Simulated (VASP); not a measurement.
W: single point with PBE+D3(BJ)

W:

```xyz
1
Lattice="-1.5797 1.5797 1.5797 1.5797 -1.5797 1.5797 1.5797 1.5797 -1.5797" Properties=species:S:1:pos:R:3 pbc="T T T"
W     0.0000    0.0000    0.0000
```

- Program: VASP 6.6.1
- Task: single point
- Functional: PBE
- Dispersion: D3(BJ)
- Potentials or basis: VASP PAW PBE potentials, release 64 (W_sv)
- Cutoff: 520 eV
- k mesh: 18 × 18 × 18
- Occupations: gaussian, width 0.1 eV
- Spin: no spin polarisation
- Dipole correction: no
- Further INCAR settings: ALGO = Fast; EDIFF = 1e-06; NBANDS = 13

- Pressure: 0.6 GPa
- Band gap on the k mesh: zero (band 7 reaches 16.73 eV, above the bottom of band 8 at 10.28 eV)
- Dispersion energy per atom: -0.699 eV

Levels at points of the mesh, in eV from the Fermi level:
```tsv
k point	band 3	band 4	band 5	band 6	band 7	band 8	band 9	band 10	band 11	band 12
(0.00, 0.00, 0.00)	-37.72	-37.72	-9.66	-1.23	-1.23	-1.23	2.28	2.28	14.53	14.53
(0.50, 0.00, 0.00)	-38.15	-37.73	-6.31	-3.59	0.70	2.18	3.16	6.20	11.18	11.50
(0.50, 0.50, 0.50)	-38.64	-38.64	-5.87	-5.87	5.21	5.21	5.21	8.29	8.29	8.29
```

Run time: 39 s on 1 thread of Intel(R) Xeon(R) Platinum 8375C CPU @ 2.90GHz (Ice Lake) (shared host), peak memory 0.16 GiB.

Caveat: spin-orbit coupling is left out, which moves the levels of the heavy elements; pairwise dispersion overbinds metals, which lowers pressure and volume.
